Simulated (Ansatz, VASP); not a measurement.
# Two plane-wave programs on CoO

```
Co O
1.0
     2.82845    0.00000    0.00000
    -1.41423    2.44951    0.00000
     0.00000    0.00000    2.72172
Co O
1 1
Direct
  0.00000 0.00000 0.50000
  0.66667 0.33333 0.00000
```

Alike in both runs: task single point; functional PBE; k mesh 11 × 11 × 10; occupations fermi-dirac, width 0.05 eV; collinear spin.

|  | VASP | Ansatz |
| --- | --- | --- |
| version | VASP 6.6.1 | Ansatz 0.2.0 |
| potentials or method | VASP PAW PBE potentials, release 64 (Co, O) | Ansatz PAW |
| plane-wave cutoff (eV) | 520 | 420 |
| valence electrons in the cell | 15 | 23 |

|  | VASP | Ansatz | Ansatz less VASP |
| --- | --- | --- | --- |
| gap on the k mesh at the Fermi level (eV) | none | none | - |
| pressure (GPa) | -0.3 | 0.1 | +0.35 |
| traceless stress, the component that is largest in VASP (GPa) | -0.37 | -0.07 | +0.307 |
| net moment per atom (μB) | 1.50 | 1.50 | 0.000 |
| size of the moment on the site where the two differ most (μB) | 2.55 | 2.50 | -0.044 |

Site moments also hang on the region over which each program counts them. A gap of «none» marks a metal or a gap that the smearing closes. VASP's potentials hold 15 valence electrons a cell and Ansatz's 23, so a difference there can come from the potentials and not from the codes.
